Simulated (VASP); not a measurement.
InAs:

```
In As
1.0
     0.00000    3.09447    3.09447
     3.09447    0.00000    3.09447
     3.09447    3.09447    0.00000
In As
1 1
Cartesian
  0.0000 0.0000 0.0000
  1.5472 1.5472 1.5472
```

| Quantity | Value |
| --- | --- |
| Program | VASP 6.6.1 |
| Task | relaxation of cell and atoms |
| Functional | PBEsol |
| Potentials or basis | VASP PAW PBE potentials, release 64 (In_d, As) |
| Cutoff | 600 eV |
| k mesh | 6 × 6 × 6 |
| Occupations | fermi-dirac, width 0.02 eV |
| Spin | no spin polarisation |

At the start: pressure -2.3 GPa; volume 29.63 Å³/atom.

**Question.** Where does the relaxation end?

**Answer.** Over 3 steps the energy falls by 10.2 meV/atom and the volume is 28.29 Å³/atom (-4.5 %); space group F-43m (No. 216, to 0.1 Å) before and after.

The path:
| step | energy change (eV) | largest force (eV/Å) | pressure (GPa) | volume (Å³) |
| --- | --- | --- | --- | --- |
| 1 | 0.0000 | 0.0000 | -2.32 | 59.26 |
| 2 | -0.0177 | 0.0000 | 0.97 | 55.66 |
| 3 | -0.0203 | 0.0000 | 0.03 | 56.58 |

Final structure:
```
In As
1.0
     0.00000    3.04698    3.04698
     3.04698    0.00000    3.04698
     3.04698    3.04698    0.00000
In As
1 1
Direct
  0.00000 0.00000 0.00000
  0.25000 0.25000 0.25000
```

Caveat: the PAW data sets were made with another functional, which shifts forces and pressure a little.
